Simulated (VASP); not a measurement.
# As in VASP: further runs, part 2 of 2

VASP 6.6.1. Earlier steps stand in the parts before.

## 5. Single point, LDA

This run uses another cell than the first one, of 150.23 Å³/atom, 1.033 times its volume.

Contents of INCAR:

```
SYSTEM = As
ALGO     = Normal         ! electronic algorithm
DIPOL    = 0.5 0.5 0.500
EDIFF    = 1E-6           ! SCF threshold, eV
ENCUT    = 520            ! plane-wave cutoff, eV
IDIPOL   = 3            
ISIF     = 2              ! what is computed and relaxed
ISMEAR   = 0              ! smearing method
LASPH    = .TRUE.         ! aspherical terms in the spheres
LCHARG   = .TRUE.         ! write CHGCAR
LDIPOL   = .TRUE.       
LELF     = .TRUE.         ! ELF
LREAL    = .FALSE.        ! projectors in reciprocal space
LVACPOTAV= .TRUE.       
LVHAR    = .TRUE.       
LWAVE    = .FALSE.        ! write WAVECAR
NBANDS   = 12             ! bands
NELM     = 100            ! most SCF steps
PREC     = Accurate       ! precision mode
SIGMA    = 0.02           ! smearing width, eV
```

Contents of KPOINTS:

```
k-points
0
G
  9 9 1
  0 0 0
```

Contents of POSCAR:

```
As
1.0
    3.5200000000      0.0000000000      0.0000000000
   -1.7600000000      3.0484094213      0.0000000000
    0.0000000000      0.0000000000     28.0000000000
As
2
Direct
    0.3333333333      0.6666666667      0.5105714286
    0.6666666667      0.3333333333      0.4894285714
```

Potentials or basis: VASP PAW LDA potentials, release 64 (As).

The run is started by

```bash
cat potpaw_LDA.64/As/POTCAR > POTCAR
mpirun -np 1 vasp_std > vasp.out
```

OUTCAR:

```text
SYSTEM = As
   EDIFF = 1E-6
   ENCUT = 520
   ISIF = 2
   ISMEAR = 0
   LASPH = .TRUE.
   LREAL = .FALSE.
   NELM = 100
   PREC = Accurate

 ion  position               nearest neighbor table
   1  0.333  0.667  0.511-   2 2.12   2 2.12   2 2.12
   2  0.667  0.333  0.489-   1 2.12   1 2.12   1 2.12

  LATTYP: Found a hexagonal cell.
 ALAT       =     3.5200000000
 C/A-ratio  =     7.9545454545

  Lattice vectors:

 A1 = (   3.5200000000,   0.0000000000,   0.0000000000)
 A2 = (  -1.7600000000,   3.0484094213,   0.0000000000)
 A3 = (   0.0000000000,   0.0000000000,  28.0000000000)

Analysis of symmetry for initial positions (statically):
=====================================================================
 Subroutine PRICEL returns:
 Original cell was already a primitive cell.

 Routine SETGRP: Setting up the symmetry group for a
 hexagonal supercell.

 Subroutine GETGRP returns: Found 12 space group operations
 (whereof 12 operations were pure point group operations)
 out of a pool of 24 trial point group operations.

The static configuration has the point symmetry D_3d.

[... 165 lines left out ...]
      5      -3.9318      2.00000
      6      -2.0698      0.00000
      7      -1.1474      0.00000
      8      -1.1474      0.00000
      9       0.9956      0.00000
     10       1.3730      0.00000
     11       1.6964      0.00000
     12       1.7997      0.00000
[... 151 lines left out ...]
 k-point    12 :       0.3333    0.3333    0.0000
  band No.  band energies     occupation
      1     -16.1966      2.00000
      2     -16.1966      2.00000
      3     -11.3006      2.00000
      4      -5.3391      2.00000
      5      -5.3391      2.00000
      6       0.0416      0.00000
      7       2.6724      0.00000
      8       2.6724      0.00000
      9       3.1355      0.00000
     10       3.8361      0.00000
     11       3.8361      0.00000
     12       5.5198      0.00000

------------------------ aborting loop because EDIFF is reached ----------------------------------------

  FORCE on cell =-STRESS in cart. coord.  units (eV):
  Direction    XX          YY          ZZ          XY          YZ          ZX
  --------------------------------------------------------------------------------------
  -------------------------------------------------------------------------------------
  Total       15.8209924     15.8209924      3.2242534      0.0000000      0.0000000     -0.0000000
  in kB       84.3665548     84.3665548     17.1935582      0.0000000      0.0000000     -0.0000000
  external PRESSURE =      61.9755560 kB  Pullay stress =       0.0000000 kB

 VOLUME and BASIS-vectors are now :
 -----------------------------------------------------------------------------
  energy-cutoff  :      520.00
  volume of cell :      300.45
      direct lattice vectors                 reciprocal lattice vectors
     3.520000000  0.000000000  0.000000000     0.284090909  0.164019963  0.000000000
    -1.760000000  3.048409421  0.000000000     0.000000000  0.328039926  0.000000000
     0.000000000  0.000000000 28.000000000     0.000000000  0.000000000  0.035714286

 POSITION                                       TOTAL-FORCE (eV/Angst)
 -----------------------------------------------------------------------------------
     -0.00000      2.03227     14.29600        -0.000000      0.000000      5.450820
      1.76000      1.01614     13.70400         0.000000     -0.000000     -5.450820
 -----------------------------------------------------------------------------------
    total drift:                               -0.000000      0.000000      0.000000

  FREE ENERGIE OF THE ION-ELECTRON SYSTEM (eV)
  ---------------------------------------------------
  free  energy   TOTEN  =        -7.0173381410 eV

  energy  without entropy=       -7.0156664351  energy(sigma->0) =       -7.01650229

 vacuum level on the upper side and lower side of the slab         1.412         1.412
```

OSZICAR:

```text
N       E                     dE             d eps       ncg     rms          rms(c)
DAV:   1     0.741688189475E+02    0.74169E+02   -0.28243E+03   288   0.530E+02
DAV:   2     0.531294803815E+00   -0.73638E+02   -0.65968E+02   456   0.916E+01
DAV:   3    -0.708627714697E+01   -0.76176E+01   -0.74812E+01   392   0.408E+01
[... 12 lines left out ...]
DAV:  16    -0.701732540858E+01   -0.35138E-04   -0.28996E-06   348   0.409E-03    0.120E-03
DAV:  17    -0.701733210781E+01   -0.66992E-05   -0.27234E-07   392   0.123E-03    0.512E-04
DAV:  18    -0.701733664430E+01   -0.45365E-05   -0.15767E-07   364   0.113E-03    0.475E-04
DAV:  19    -0.701733785629E+01   -0.12120E-05   -0.20611E-08   380   0.439E-04    0.859E-05
DAV:  20    -0.701733814101E+01   -0.28471E-06   -0.82481E-10   336   0.117E-04
   1 F= -.70173381E+01 E0= -.70165023E+01  d E =-.167171E-02
```

stdout:

```text
POSCAR found type information on POSCAR As
 POSCAR found :  1 types and       2 ions
 scaLAPACK will be used
 LDA part: xc-table for (Slater(with rela. corr.)+CA(PZ))
 , standard interpolation
 POSCAR, INCAR and KPOINTS ok, starting setup
 FFT: planning ... GRIDC
 FFT: planning ... GRID_SOFT
 FFT: planning ... GRID
 WAVECAR not read
 entering main loop
 -----------------------------------------------------------------------------
|                                                                             |
|           W    W    AA    RRRRR   N    N  II  N    N   GGGG   !!!           |
|           W    W   A  A   R    R  NN   N  II  NN   N  G    G  !!!           |
|           W    W  A    A  R    R  N N  N  II  N N  N  G       !!!           |
|           W WW W  AAAAAA  RRRRR   N  N N  II  N  N N  G  GGG   !            |
|           WW  WW  A    A  R   R   N   NN  II  N   NN  G    G                |
|           W    W  A    A  R    R  N    N  II  N    N   GGGG   !!!           |
|                                                                             |
|     Did not find any points to average over, which means that no vacuum     |
|     field-free region was found. Please increase the size of  your cell     |
|     in the dimension of the dipole correction to obtain accurate            |
|     workfunction values.                                                    |
|                                                                             |
 -----------------------------------------------------------------------------
```

It took 33 s on 1 thread of Intel Xeon 6975P-C (Granite Rapids), shared host; peak memory 0.31 GiB.

Results:

```yaml
Free_energy: -7.0173 eV
Largest_force: 5.451 eV/Å
Band_gap_on_the_k_mesh: zero (band 5 reaches -2.03 eV, above the bottom of band 6 at -3.64 eV)
```

Forces on the atoms (eV/Å):
```
As   0.000  0.000  5.451
As   0.000  0.000 -5.451
```

Levels at points of the mesh, in eV from the Fermi level:
```csv
k point,band 1,band 2,band 3,band 4,band 5,band 6,band 7,band 8,band 9,band 10
"(0.00, 0.00, 0.00)",-17.67,-6.82,-4.16,-4.16,-1.24,0.62,1.55,1.55,3.69,4.07
```
